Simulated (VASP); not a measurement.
# Fe (Im-3m) in VASP: settings compared, part 2 of 2

VASP 6.6.1. The steps go on from the part before.

### 3 Single point, PBE, collinear spin, ferromagnetic start

This run uses another cell than the first one, of 12.02 Å³/atom.

Input file INCAR:

```
SYSTEM = Fe
PREC = Accurate
ENCUT = 520
EDIFF = 1E-7
ISMEAR = 0
SIGMA = 0.024
LREAL = .False.
LASPH = .True.
NELM = 150
ALGO = Normal
ISIF = 2
LWAVE = .False.
LCHARG = .True.
ISPIN = 2
MAGMOM = 3
LORBIT = 11
LMAXMIX = 4
GGA = PE
LELF = .True.
LVHAR = .True.
NBANDS = 14
```

Input file KPOINTS:

```
Automatic mesh
0
Gamma
  13 13 13
  0 0 0
```

Input file POSCAR:

```
Fe
1.0
   -1.4430000000      1.4430000000      1.4430000000
    1.4430000000     -1.4430000000      1.4430000000
    1.4430000000      1.4430000000     -1.4430000000
Fe
1
Direct
    0.0000000000      0.0000000000      0.0000000000
```

Potentials or basis: VASP PAW PBE potentials, release 64 (Fe).

The run is started by

```sh
$ cat potpaw_PBE.64/Fe/POTCAR > POTCAR
$ mpirun -np 1 vasp_std > vasp.out
```

OUTCAR:

```text
SYSTEM = Fe
   PREC = Accurate
   ENCUT = 520
   EDIFF = 1E-7
   ISMEAR = 0
   LREAL = .False.
   LASPH = .True.
   NELM = 150
   ISIF = 2
   ISPIN = 2
   LORBIT = 11
   GGA = PE

 ion  position               nearest neighbor table
   1  0.000  0.000  0.000-

  LATTYP: Found a body centered cubic cell.
 ALAT       =     2.8860000000

  Lattice vectors:

 A1 = (  -1.4430000000,   1.4430000000,   1.4430000000)
 A2 = (   1.4430000000,  -1.4430000000,   1.4430000000)
 A3 = (   1.4430000000,   1.4430000000,  -1.4430000000)

Analysis of symmetry for initial positions (statically):
=====================================================================
 Subroutine PRICEL returns:
 Original cell was already a primitive cell.

 Routine SETGRP: Setting up the symmetry group for a
 body centered cubic supercell.

 Subroutine GETGRP returns: Found 48 space group operations
 (whereof 48 operations were pure point group operations)
 out of a pool of 48 trial point group operations.

The static configuration has the point symmetry O_h .

Analysis of symmetry for dynamics (positions and initial velocities):
=====================================================================
 Subroutine PRICEL returns:
 Original cell was already a primitive cell.

 Routine SETGRP: Setting up the symmetry group for a
 body centered cubic supercell.

 Subroutine GETGRP returns: Found 48 space group operations
 (whereof 48 operations were pure point group operations)
 out of a pool of 48 trial point group operations.

The dynamic configuration has the point symmetry O_h .

Analysis of structural, dynamic, and magnetic symmetry:
=====================================================================
 Subroutine PRICEL returns:
 Original cell was already a primitive cell.

 Routine SETGRP: Setting up the symmetry group for a
 body centered cubic supercell.

 Subroutine GETGRP returns: Found 48 space group operations
 (whereof 48 operations were pure point group operations)
 out of a pool of 48 trial point group operations.

The overall configuration has the point symmetry O_h .

[... 161 lines left out ...]
      7      29.7454      0.00000
      8      29.7454      0.00000
      9      29.7454      0.00000
     10      34.4775      0.00000
     11      34.4775      0.00000
     12      36.4559      0.00000
     13      36.4559      0.00000
     14      36.4559      0.00000
[... 379 lines left out ...]
      3       2.6589      1.00000
      4       4.1074      1.00000
      5       4.2429      1.00000
      6       5.2943      0.00000
      7      18.1228      0.00000
      8      22.1782      0.00000
      9      23.7814      0.00000
     10      31.3110      0.00000
     11      34.9995      0.00000
     12      37.2950      0.00000
     13      39.1242      0.00000
     14      42.3689      0.00000

 [... further k-points ...]

 spin component 2

 k-point     1 :       0.0000    0.0000    0.0000
  band No.  band energies     occupation
      1      -2.6944      1.00000
      2       5.0528      1.00000
      3       5.0530      1.00000
      4       5.0530      1.00000
      5       6.9700      0.00000
      6       6.9702      0.00000
      7      29.4427      0.00000
      8      29.4427      0.00000
      9      29.4427      0.00000
     10      34.6178      0.00000
     11      34.6178      0.00000
     12      37.1148      0.00000
     13      37.1148      0.00000
     14      37.1149      0.00000
[... 379 lines left out ...]
      3       4.3249      1.00000
      4       6.7856      0.00000
      5       7.0844      0.00000
      6       7.3598      0.00000
      7      18.8587      0.00000
      8      22.5370      0.00000
      9      24.4786      0.00000
     10      31.3037      0.00000
     11      35.5512      0.00000
     12      37.5181      0.00000
     13      39.4015      0.00000
     14      42.8432      0.00000

 [... further k-points ...]

------------------------ aborting loop because EDIFF is reached ----------------------------------------

  FORCE on cell =-STRESS in cart. coord.  units (eV):
  Direction    XX          YY          ZZ          XY          YZ          ZX
  --------------------------------------------------------------------------------------
  -------------------------------------------------------------------------------------
  Total       -0.6932050     -0.6932050     -0.6932050      0.0000000     -0.0000000      0.0000000
  in kB      -92.4087889    -92.4087889    -92.4087889      0.0000000     -0.0000000      0.0000000
  external PRESSURE =     -92.4087889 kB  Pullay stress =       0.0000000 kB

 VOLUME and BASIS-vectors are now :
 -----------------------------------------------------------------------------
  energy-cutoff  :      520.00
  volume of cell :       12.02
      direct lattice vectors                 reciprocal lattice vectors
    -1.443000000  1.443000000  1.443000000     0.000000000  0.346500347  0.346500347
     1.443000000 -1.443000000  1.443000000     0.346500347  0.000000000  0.346500347
     1.443000000  1.443000000 -1.443000000     0.346500347  0.346500347  0.000000000

 POSITION                                       TOTAL-FORCE (eV/Angst)
 -----------------------------------------------------------------------------------
      0.00000      0.00000      0.00000        -0.000000     -0.000000      0.000000
 -----------------------------------------------------------------------------------
    total drift:                                0.000000     -0.000000      0.000000

  FREE ENERGIE OF THE ION-ELECTRON SYSTEM (eV)
  ---------------------------------------------------
  free  energy   TOTEN  =        -8.2163119906 eV

  energy  without entropy=       -8.2158724445  energy(sigma->0) =       -8.21609222

 total charge

# of ion       s       p       d       tot
------------------------------------------
    1        0.464   0.494   6.199   7.157

 magnetization (x)

# of ion       s       p       d       tot
------------------------------------------
    1       -0.014  -0.060   2.364   2.290
```

stdout:

```text
POSCAR found type information on POSCAR Fe
 POSCAR found :  1 types and       1 ions
 scaLAPACK will be used
 LDA part: xc-table for (Slater+PW92), standard interpolation
 POSCAR, INCAR and KPOINTS ok, starting setup
 FFT: planning ... GRIDC
 FFT: planning ... GRID_SOFT
 FFT: planning ... GRID
 WAVECAR not read
 entering main loop
```

It took 72 s on 1 thread of Intel Xeon 8259CL, shared host; peak memory 0.14 GiB.

What came out:

```yaml
Free_energy: -8.2163 eV
Pressure: -9.2 GPa
Net_moment: 2.28 μB per cell
Site_moments: Fe +2.29 μB
Valence_electrons_inside_the_program's_atomic_spheres: Fe 7.16
```

Levels at points of the mesh, in eV from the Fermi level:
Spin up:
| k point | band 3 | band 4 | band 5 | band 6 | band 7 | band 8 |
| --- | --- | --- | --- | --- | --- | --- |
| (0.00, 0.00, 0.00) | -2.18 | -2.18 | -1.07 | -1.07 | 24.53 | 24.53 |
Spin down:
```csv
k point,band 1,band 2,band 3,band 4,band 5,band 6,band 7
"(0.00, 0.00, 0.00)",-7.91,-0.16,-0.16,-0.16,1.76,1.76,24.23
```

Caveat: the cell stands under tension.
